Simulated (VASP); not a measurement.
# LiCl (I4/mmm) in VASP: further runs, part 2 of 2

VASP 6.6.1.

## 3. Single point, LDA (strain +0.000 along x and y, +0.050 along z)

Contents of INCAR:

```
SYSTEM = LiCl
PREC     = Accurate       ! precision mode
ENCUT    = 520            ! plane-wave cutoff, eV
EDIFF    = 1E-6           ! SCF threshold, eV
ISMEAR   = 0              ! smearing method
SIGMA    = 0.05           ! smearing width, eV
LREAL    = .False.        ! projectors in reciprocal space
LASPH    = .True.         ! aspherical terms in the spheres
NELM     = 80             ! most SCF steps
ALGO     = Normal         ! electronic algorithm
ISIF     = 2              ! what is computed and relaxed
LWAVE    = .False.        ! write WAVECAR
LCHARG   = .True.         ! write CHGCAR
LELF     = .True.         ! ELF
LVHAR    = .True.       
NBANDS   = 12             ! bands
```

Contents of KPOINTS:

```
Automatic mesh
0
Gamma
  8 8 8
  0 0 0
```

Contents of POSCAR:

```
LiCl
1.0
    0.0000000000      2.5647600000      2.6929980000
    2.5647600000      0.0000000000      2.6929980000
    2.5647600000      2.5647600000      0.0000000000
Li Cl
1 1
Direct
    0.0000000000      0.0000000000      0.0000000000
    0.5000000000      0.5000000000      0.5000000000
```

Potentials or basis: VASP PAW LDA potentials, release 64 (Li_sv, Cl).

On the command line:

```bash
$ cat potpaw_LDA.64/Li_sv/POTCAR potpaw_LDA.64/Cl/POTCAR > POTCAR
$ mpirun -np 1 vasp_std > vasp.out
```

OUTCAR:

```text
SYSTEM = LiCl
   PREC = Accurate
   ENCUT = 520
   EDIFF = 1E-6
   ISMEAR = 0
   LREAL = .False.
   LASPH = .True.
   NELM = 80
   ISIF = 2

 ion  position               nearest neighbor table
   1  0.000  0.000  0.000-   2 2.56   2 2.56   2 2.56   2 2.56
   2  0.500  0.500  0.500-   1 2.56   1 2.56   1 2.56   1 2.56

  LATTYP: Found a body centered tetragonal cell.
 ALAT       =     3.6271183762
 C/A-ratio  =     1.4849242405

  Lattice vectors:

 A1 = (  -2.5647600000,   0.0000000000,   2.6929980000)
 A2 = (   2.5647600000,   0.0000000000,   2.6929980000)
 A3 = (   0.0000000000,   2.5647600000,  -2.6929980000)

Analysis of symmetry for initial positions (statically):
=====================================================================
 Subroutine PRICEL returns:
 Original cell was already a primitive cell.

 Routine SETGRP: Setting up the symmetry group for a
 body centered tetragonal supercell.

 Subroutine GETGRP returns: Found 16 space group operations
 (whereof 16 operations were pure point group operations)
 out of a pool of 16 trial point group operations.

The static configuration has the point symmetry D_4h.

Analysis of symmetry for dynamics (positions and initial velocities):
=====================================================================
 Subroutine PRICEL returns:
 Original cell was already a primitive cell.

 Routine SETGRP: Setting up the symmetry group for a
 body centered tetragonal supercell.

 Subroutine GETGRP returns: Found 16 space group operations
 (whereof 16 operations were pure point group operations)
 out of a pool of 16 trial point group operations.

The dynamic configuration has the point symmetry D_4h.

 Subroutine INISYM returns: Found 16 space group operations
 (whereof 16 operations are pure point group operations),
 and found     1 'primitive' translations

----------------------------------------------------------------------------------------

                                     Primitive cell

  volume of cell :      35.4290

  direct lattice vectors                    reciprocal lattice vectors
     0.000000000  2.564760000  2.692998000    -0.194950015  0.194950015  0.185666681
     2.564760000  0.000000000  2.692998000     0.194950015 -0.194950015  0.185666681
     2.564760000  2.564760000  0.000000000     0.194950015  0.194950015 -0.185666681

  length of vectors
     3.718902000  3.718902000  3.627118376     0.332390031  0.332390031  0.332390031

  position of ions in fractional coordinates (direct lattice)
     0.000000000  0.000000000  0.000000000
     0.500000000  0.500000000  0.500000000

  ion indices of the primitive-cell ions
   primitive index   ion index
                 1           1
                 2           2

----------------------------------------------------------------------------------------

 KPOINTS: Automatic mesh

Automatic generation of k-mesh.
 Grid dimensions read from file:
 generate k-points for:    8    8    8

 Generating k-lattice:

  Cartesian coordinates                     Fractional coordinates (reciprocal lattice)
    -0.024368752  0.024368752  0.023208335     0.125000000  0.000000000  0.000000000
     0.024368752 -0.024368752  0.023208335     0.000000000  0.125000000  0.000000000
     0.024368752  0.024368752 -0.023208335     0.000000000  0.000000000  0.125000000

  Length of vectors
     0.041548754  0.041548754  0.041548754

  Shift w.r.t. Gamma in fractional coordinates (k-lattice)
     0.000000000  0.000000000  0.000000000

 Subroutine IBZKPT returns following result:
 ===========================================

 Found     59 irreducible k-points:

 Following reciprocal coordinates:
            Coordinates               Weight
  0.000000  0.000000  0.000000      1.000000
  0.125000 -0.000000  0.000000      8.000000
  0.250000 -0.000000  0.000000      8.000000
  0.375000 -0.000000  0.000000      8.000000
  0.500000 -0.000000  0.000000      4.000000
  0.125000  0.125000  0.000000      2.000000
[... 16 lines left out ...]
  0.250000 -0.000000  0.125000     16.000000
  0.375000 -0.000000  0.125000     16.000000
 [... further k-points ...]
   k-points           NKPTS =     59   k-points in BZ     NKDIM =     59   number of bands    NBANDS=     12
   number of dos      NEDOS =    301   number of ions     NIONS =      2
   total plane-waves  NPLWV =  21952
   dimension x,y,z NGX =    28 NGY =   28 NGZ =   28
   dimension x,y,z NGXF=    56 NGYF=   56 NGZF=   56
   ions per type =               1   1
   NGX,Y,Z   is equivalent  to a cutoff of  12.52, 12.52, 12.83 a.u.
   NGXF,Y,Z  is equivalent  to a cutoff of  25.03, 25.03, 25.67 a.u.
 SYSTEM =  LiCl
   PREC   = accura    normal or accurate (medium, high low for compatibility)
   ISTART =      0    job   : 0-new  1-cont  2-samecut
   ICHARG =      2    charge: 1-file 2-atom 10-const
   ISPIN  =      1    spin polarized calculation?
   LNONCOLLINEAR =      F non collinear calculations
   LSORBIT =      F    spin-orbit coupling
   LASPH  =      T    aspherical Exc in radial PAW
   ENCUT  =  520.0 eV  38.22 Ry    6.18 a.u.   6.91  6.91  6.74*2*pi/ulx,y,z
   NELM   =     80;   NELMIN=  2; NELMDL= -5     # of ELM steps
   EDIFF  = 0.1E-05   stopping-criterion for ELM
   LREAL  =      F    real-space projection
   EDIFFG = 0.1E-04   stopping-criterion for IOM
   NSW    =      0    number of steps for IOM
   IBRION =     -1    ionic relax: 0-MD 1-quasi-New 2-CG
   NFREE  =      0    steps in history (QN), initial steepest desc. (CG)
   ISIF   =      2    stress and relaxation
   ISYM   =      2    0-nonsym 1-usesym 2-fastsym
   POTIM  = 0.5000    time-step for ionic-motion
   TEBEG  =    0.0;   TEEND  =   0.0 temperature during run
   PSTRESS=    0.0 pullay stress
   NELECT =      10.0000    total number of electrons
   NUPDOWN=      -1.0000    fix difference up-down
   EMIN   =  10.00;   EMAX   =-10.00  energy-range for DOS
   EFERMI =   0.00;   METHOD = LEGACY
   ISMEAR =     0;   SIGMA  =   0.05  broadening in eV -4-tet -1-fermi 0-gaus
   EFERMI_NEDOS =   21; number of points for ismear=-14 and -15
   IALGO  =     38    algorithm
   IMIX   =      4    mixing-type and parameters
     AMIX     =   0.40;   BMIX     =  1.00
     AMIX_MAG =   1.60;   BMIX_MAG =  1.00
  volume/ion in A,a.u.               =      17.71       119.54
  Fermi-wavevector in a.u.,A,eV,Ry     =   1.073878  2.029335 15.690432  1.153214
  Thomas-Fermi vector in A             =   2.209690
   LORBIT       =      0    0 simple, 1 ext, 2 COOP (PROOUT), +10 PAW based schemes
   GGA     = CA    functional components
   LHFCALC =     F    Hartree Fock is set to
   AEXX    =    0.0000 exact exchange contribution
   IVDW    =     0    specifies the selected vdW correction
   LEPSILON=     F    determine dielectric tensor
   LRPA    =     F    only Hartree local field effects (RPA)
 non-spin polarized calculation
 Gauss-broadening in eV      SIGMA  =   0.05
  energy-cutoff  :      520.00
  volume of cell :       35.43
 maximum number of plane-waves:       974
   NGX = 13   NGY = 13   NGZ = 13

 number of electron      10.0000005 magnetization

 Free energy of the ion-electron system (eV)
  ---------------------------------------------------
  ext. energy  EPLUGINS =         0.00000000
  ---------------------------------------------------
  free energy    TOTEN  =        -8.01901642 eV

  energy without entropy =       -8.01901642  energy(sigma->0) =       -8.01901642

 E-fermi :   0.3955     XC(G=0):  -8.9566

 val. band max:        0.1616165739   @ k =   0.0000   0.0000   0.0000
 cond. band min:       5.8240467576   @ k =   0.0000   0.0000   0.0000
 fundamental gap:      5.6624301837
 Fermi energy:         0.3954835612

 k-point     1 :       0.0000    0.0000    0.0000
  band No.  band energies     occupation
      1     -42.4546      2.00000
      2     -13.0722      2.00000
      3       0.0471      2.00000
      4       0.0471      2.00000
      5       0.1616      2.00000
      6       5.8240      0.00000
      7      11.5176      0.00000
      8      11.9293      0.00000
      9      11.9293      0.00000
     10      13.3536      0.00000
     11      14.0980      0.00000
     12      14.2414      0.00000
[... 331 lines left out ...]
 k-point    24 :       0.3750   -0.0000    0.1250
  band No.  band energies     occupation
      1     -42.4525      2.00000
      2     -12.6366      2.00000
      3      -2.0441      2.00000
      4      -0.3457      2.00000
      5      -0.3163      2.00000
      6       7.2867      0.00000
      7       9.4078      0.00000
      8      10.2346      0.00000
      9      10.6762      0.00000
     10      13.6969      0.00000
     11      16.1767      0.00000
     12      16.6764      0.00000

 [... further k-points ...]
[... 5 lines left out ...]
  --------------------------------------------------------------------------------------
  -------------------------------------------------------------------------------------
  Total       -0.8914594     -0.8914594     -1.0682014      0.0000000      0.0000000      0.0000000
  in kB      -40.3136981    -40.3136981    -48.3063511      0.0000000      0.0000000      0.0000000
  external PRESSURE =     -42.9779158 kB  Pullay stress =       0.0000000 kB

 VOLUME and BASIS-vectors are now :
 -----------------------------------------------------------------------------
  energy-cutoff  :      520.00
  volume of cell :       35.43
      direct lattice vectors                 reciprocal lattice vectors
     0.000000000  2.564760000  2.692998000    -0.194950015  0.194950015  0.185666681
     2.564760000  0.000000000  2.692998000     0.194950015 -0.194950015  0.185666681
     2.564760000  2.564760000  0.000000000     0.194950015  0.194950015 -0.185666681

 POSITION                                       TOTAL-FORCE (eV/Angst)
 -----------------------------------------------------------------------------------
      0.00000      0.00000      0.00000        -0.000000      0.000000      0.000000
      2.56476      2.56476      2.69300         0.000000     -0.000000     -0.000000
 -----------------------------------------------------------------------------------
    total drift:                                0.000000      0.000000      0.000000

  FREE ENERGIE OF THE ION-ELECTRON SYSTEM (eV)
  ---------------------------------------------------
  free  energy   TOTEN  =        -8.0190164249 eV

  energy  without entropy=       -8.0190164249  energy(sigma->0) =       -8.01901642
```

It took 36 s on 1 thread of AMD EPYC 7R43 (Zen 3), shared host; peak memory 0.11 GiB.

Results:

| Quantity | Value |
| --- | --- |
| Free energy | -8.0190 eV |
| Band gap on the k mesh | 5.66 eV, direct |

Caveat: the cell differs from its parent crystal (strain +0.000 along x and y, +0.050 along z); the cutoff is under 1.25 times the usual one of these potentials, so pressure, stress and relaxed cells hold a basis-set (Pulay) error. A k mesh can miss the band edges.

## 4. Single point, LDA (strain +0.000 along x and y, +0.025 along z)

Contents of INCAR:

```
SYSTEM = LiCl
PREC = Accurate ; ENCUT = 520
EDIFF = 1E-6 ; ISMEAR = 0
SIGMA = 0.05 ; LREAL = .False.
LASPH = .True. ; NELM = 60
ALGO = Normal ; ISIF = 2
LWAVE = .False. ; LCHARG = .True.
LELF = .True. ; LVHAR = .True.
NBANDS = 12
```

Contents of KPOINTS:

```
regular mesh
0
Gamma
  8 8 8
  0 0 0
```

Contents of POSCAR:

```
LiCl
1.0
    0.0000000000      2.5647600000      2.6288790000
    2.5647600000      0.0000000000      2.6288790000
    2.5647600000      2.5647600000      0.0000000000
Li Cl
1 1
Direct
    0.0000000000      0.0000000000      0.0000000000
    0.5000000000      0.5000000000      0.5000000000
```

Potentials or basis: VASP PAW LDA potentials, release 64 (Li_sv, Cl).

On the command line:

```bash
$ cat potpaw_LDA.64/Li_sv/POTCAR potpaw_LDA.64/Cl/POTCAR > POTCAR
$ mpirun -np 1 vasp_std > vasp.out
```

OUTCAR:

```text
SYSTEM = LiCl
   PREC = Accurate
   ENCUT = 520
   EDIFF = 1E-6
   ISMEAR = 0
   LREAL = .False.
   LASPH = .True.
   NELM = 60
   ISIF = 2

 ion  position               nearest neighbor table
   1  0.000  0.000  0.000-   2 2.56   2 2.56   2 2.56   2 2.56   2 2.63   2 2.63
   2  0.500  0.500  0.500-   1 2.56   1 2.56   1 2.56   1 2.56   1 2.63   1 2.63

  LATTYP: Found a body centered tetragonal cell.
 ALAT       =     3.6271183762
 C/A-ratio  =     1.4495689014

  Lattice vectors:

 A1 = (  -2.5647600000,   0.0000000000,   2.6288790000)
 A2 = (   2.5647600000,   0.0000000000,   2.6288790000)
 A3 = (   0.0000000000,   2.5647600000,  -2.6288790000)

Analysis of symmetry for initial positions (statically):
=====================================================================
 Subroutine PRICEL returns:
 Original cell was already a primitive cell.

 Routine SETGRP: Setting up the symmetry group for a
 body centered tetragonal supercell.

 Subroutine GETGRP returns: Found 16 space group operations
 (whereof 16 operations were pure point group operations)
 out of a pool of 16 trial point group operations.

The static configuration has the point symmetry D_4h.

Analysis of symmetry for dynamics (positions and initial velocities):
=====================================================================
 Subroutine PRICEL returns:
 Original cell was already a primitive cell.

 Routine SETGRP: Setting up the symmetry group for a
 body centered tetragonal supercell.

 Subroutine GETGRP returns: Found 16 space group operations
 (whereof 16 operations were pure point group operations)
 out of a pool of 16 trial point group operations.

The dynamic configuration has the point symmetry D_4h.

 Subroutine INISYM returns: Found 16 space group operations
 (whereof 16 operations are pure point group operations),
 and found     1 'primitive' translations

----------------------------------------------------------------------------------------

                                     Primitive cell

[... 114 lines left out ...]
   LORBIT       =      0    0 simple, 1 ext, 2 COOP (PROOUT), +10 PAW based schemes
   GGA     = CA    functional components
   LHFCALC =     F    Hartree Fock is set to
   AEXX    =    0.0000 exact exchange contribution
   IVDW    =     0    specifies the selected vdW correction
   LEPSILON=     F    determine dielectric tensor
   LRPA    =     F    only Hartree local field effects (RPA)
 non-spin polarized calculation
 Gauss-broadening in eV      SIGMA  =   0.05
  energy-cutoff  :      520.00
  volume of cell :       34.59
 maximum number of plane-waves:       950
   NGX = 13   NGY = 13   NGZ = 13

 number of electron      10.0000008 magnetization

 Free energy of the ion-electron system (eV)
  ---------------------------------------------------
  ext. energy  EPLUGINS =         0.00000000
  ---------------------------------------------------
  free energy    TOTEN  =        -8.04252780 eV

  energy without entropy =       -8.04252780  energy(sigma->0) =       -8.04252780

 E-fermi :   0.5626     XC(G=0):  -9.0598

 val. band max:        0.3089256666   @ k =   0.0000   0.0000   0.0000
 cond. band min:       6.1315574983   @ k =   0.0000   0.0000   0.0000
 fundamental gap:      5.8226318317
 Fermi energy:         0.5625839417

 k-point     1 :       0.0000    0.0000    0.0000
  band No.  band energies     occupation
      1     -42.2408      2.00000
      2     -12.9736      2.00000
      3       0.2445      2.00000
      4       0.2445      2.00000
      5       0.3089      2.00000
      6       6.1316      0.00000
      7      11.8422      0.00000
      8      12.0531      0.00000
      9      12.0531      0.00000
     10      13.9258      0.00000
     11      14.3992      0.00000
     12      14.3993      0.00000
[... 331 lines left out ...]
 k-point    24 :       0.3750   -0.0000    0.1250
  band No.  band energies     occupation
      1     -42.2384      2.00000
      2     -12.5158      2.00000
      3      -1.9281      2.00000
      4      -0.1805      2.00000
      5      -0.1645      2.00000
      6       7.5386      0.00000
      7       9.5726      0.00000
      8      10.5422      0.00000
      9      10.9454      0.00000
     10      14.0289      0.00000
     11      16.4200      0.00000
     12      16.9168      0.00000

 [... further k-points ...]
[... 5 lines left out ...]
  --------------------------------------------------------------------------------------
  -------------------------------------------------------------------------------------
  Total       -0.7975875     -0.7975875     -0.9125811      0.0000000     -0.0000000     -0.0000000
  in kB      -36.9483358    -36.9483358    -42.2754269      0.0000000     -0.0000000     -0.0000000
  external PRESSURE =     -38.7240329 kB  Pullay stress =       0.0000000 kB

 VOLUME and BASIS-vectors are now :
 -----------------------------------------------------------------------------
  energy-cutoff  :      520.00
  volume of cell :       34.59
      direct lattice vectors                 reciprocal lattice vectors
     0.000000000  2.564760000  2.628879000    -0.194950015  0.194950015  0.190195136
     2.564760000  0.000000000  2.628879000     0.194950015 -0.194950015  0.190195136
     2.564760000  2.564760000  0.000000000     0.194950015  0.194950015 -0.190195136

 POSITION                                       TOTAL-FORCE (eV/Angst)
 -----------------------------------------------------------------------------------
      0.00000      0.00000      0.00000         0.000000      0.000000      0.000000
      2.56476      2.56476      2.62888        -0.000000     -0.000000      0.000000
 -----------------------------------------------------------------------------------
    total drift:                                0.000000      0.000000      0.000000

  FREE ENERGIE OF THE ION-ELECTRON SYSTEM (eV)
  ---------------------------------------------------
  free  energy   TOTEN  =        -8.0425278032 eV

  energy  without entropy=       -8.0425278032  energy(sigma->0) =       -8.04252780
```

OSZICAR:

```text
N       E                     dE             d eps       ncg     rms          rms(c)
DAV:   1     0.378318289655E+02    0.37832E+02   -0.40157E+03  1416   0.755E+02
DAV:   2    -0.579986206315E+01   -0.43632E+02   -0.41566E+02  1816   0.140E+02
DAV:   3    -0.806665859936E+01   -0.22668E+01   -0.22607E+01  1872   0.327E+01
DAV:   4    -0.812154570968E+01   -0.54887E-01   -0.54871E-01  1980   0.506E+00
DAV:   5    -0.812215007639E+01   -0.60437E-03   -0.60436E-03  1912   0.508E-01    0.231E+00
DAV:   6    -0.805008713613E+01    0.72063E-01   -0.13646E-01  1828   0.160E+00    0.159E+00
DAV:   7    -0.804266301668E+01    0.74241E-02   -0.31681E-02  2196   0.861E-01    0.810E-01
DAV:   8    -0.804254504792E+01    0.11797E-03   -0.26949E-03  2000   0.347E-01    0.141E-01
DAV:   9    -0.804251764958E+01    0.27398E-04   -0.15197E-04  1868   0.821E-02    0.381E-02
DAV:  10    -0.804252810702E+01   -0.10457E-04   -0.12680E-05  1680   0.230E-02    0.125E-02
DAV:  11    -0.804252780323E+01    0.30379E-06   -0.22989E-06  1636   0.958E-03
   1 F= -.80425278E+01 E0= -.80425278E+01  d E =-.366235E-15
```

stdout:

```text
POSCAR found type information on POSCAR LiCl
 POSCAR found :  2 types and       2 ions
 scaLAPACK will be used
 LDA part: xc-table for (Slater(with rela. corr.)+CA(PZ))
 , standard interpolation
 POSCAR, INCAR and KPOINTS ok, starting setup
 FFT: planning ... GRIDC
 FFT: planning ... GRID_SOFT
 FFT: planning ... GRID
 WAVECAR not read
 entering main loop
```

Run time: 34 s. Hardware: 1 thread of AMD EPYC 7R43 (Zen 3), shared host; peak memory 0.11 GiB.

Results:

| Property | Result |
| --- | --- |
| Free energy | -8.0425 eV |
| Band gap on the k mesh | 5.82 eV, direct |

Caveat: the cell differs from its parent crystal (strain +0.000 along x and y, +0.025 along z); the cutoff is under 1.25 times the usual one of these potentials, so pressure, stress and relaxed cells hold a basis-set (Pulay) error. A k mesh can miss the band edges.

## 5. Summary

```csv
cell,gap on the mesh (eV)
"a = 3.628, b = 3.628, c = 3.536 Å, angles 60.8, 60.8, 58.3°, 2 atoms",6.08
"a = 3.719, b = 3.719, c = 3.627 Å, angles 60.8, 60.8, 58.4°, 2 atoms",5.66
"a = 3.673, b = 3.673, c = 3.627 Å, angles 60.4, 60.4, 59.2°, 2 atoms",5.82
```

Alike in all rows: task single point; level LDA; potentials or basis VASP PAW LDA potentials, release 64 (Li_sv, Cl); no spin polarisation; k mesh 8 × 8 × 8; cutoff (eV) 520; smearing gaussian 0.05 eV.

Caveats: the cutoff is under 1.25 times the usual one of these potentials, so pressure, stress and relaxed cells hold a basis-set (Pulay) error.

Total energies depend on the potentials used, so only differences within one code and one set of settings carry meaning.
